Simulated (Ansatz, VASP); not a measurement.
## LiCl: VASP beside Ansatz

File INCAR:

```
PREC = Accurate ; ENCUT = 600
EDIFF = 1E-6 ; ISMEAR = 0
SIGMA = 0.1 ; LREAL = F
LASPH = T ; NELM = 60
ALGO = Normal ; ISIF = 3
LWAVE = F ; LCHARG = F
GGA = PE ; IBRION = 2
NSW = 90 ; EDIFFG = -0.04
```

The input KPOINTS:

```
regular mesh
0
Gamma
  6 6 4
```

The input POSCAR:

```
LiCl
1.0
    3.9336611182      0.0000000000      0.0000000000
   -1.9668305591      3.4066504583      0.0000000000
    0.0000000000      0.0000000000      6.2374193141
Li Cl
2 2
Direct
    0.3333333333      0.6666666667      0.8165986353
    0.6666666667      0.3333333333      0.3165986353
    0.6666666667      0.3333333333      0.9334482335
    0.3333333333      0.6666666667      0.4334482335
```

Input for Ansatz:

```yaml
crystal:
  lattice:
    - [3.9336611182, 0.0, 0.0]
    - [-1.9668305591, 3.4066504583, 0.0]
    - [0.0, 0.0, 6.2374193141]
  atoms:
    - { symbol: Li, position: [0.3333333333, 0.6666666667, 0.8165986353] }
    - { symbol: Li, position: [0.6666666667, 0.3333333333, 0.3165986353] }
    - { symbol: Cl, position: [0.6666666667, 0.3333333333, 0.9334482335] }
    - { symbol: Cl, position: [0.3333333333, 0.6666666667, 0.4334482335] }
basis:
  ecutwfc: 420
kpoints:
  mp_grid: { grid: [6, 6, 4] }
hamiltonian:
  xc: pbe
scf:
  occupations: { method: gaussian, width: 0.1 }
  lower_state_search: "off"
output:
  forces: true
  stress: true
  eigenvalues: true
relax:
  adjacent_minimum: "off"
  f_tol: 0.04
  max_steps: 70
  cell: { stress_tol: 0.4 }
```

Change from the starting cell: the structure that the rattled cell fell into.

Alike in both runs: task relaxation of cell and atoms; functional PBE; k mesh 6 × 6 × 4; occupations gaussian, width 0.1 eV; no spin polarisation.

|  | VASP | Ansatz |
| --- | --- | --- |
| version | VASP 6.6.1 | Ansatz 0.2.0 |
| potentials or method | VASP PAW PBE potentials, release 64 (Li_sv, Cl), cutoff 600 eV | scalar-relativistic, plane waves, PAW |
| valence electrons in the cell | 20 | 20 |

```csv
,VASP,Ansatz,Ansatz less VASP
"gap on the k mesh at the Fermi level, each at its own relaxed structure (eV)",5.93,5.92,-0.006
relaxed volume (Å³/atom),20.90,20.90,0.000
relaxed length of the cell vector where the two differ most in proportion (Å),6.237,6.237,0.0000
```

Noted on VASP's run: the cutoff is under 1.25 times that of the potentials, so the pressure is a little rough; the relaxation stopped at its first step, so nothing moved.
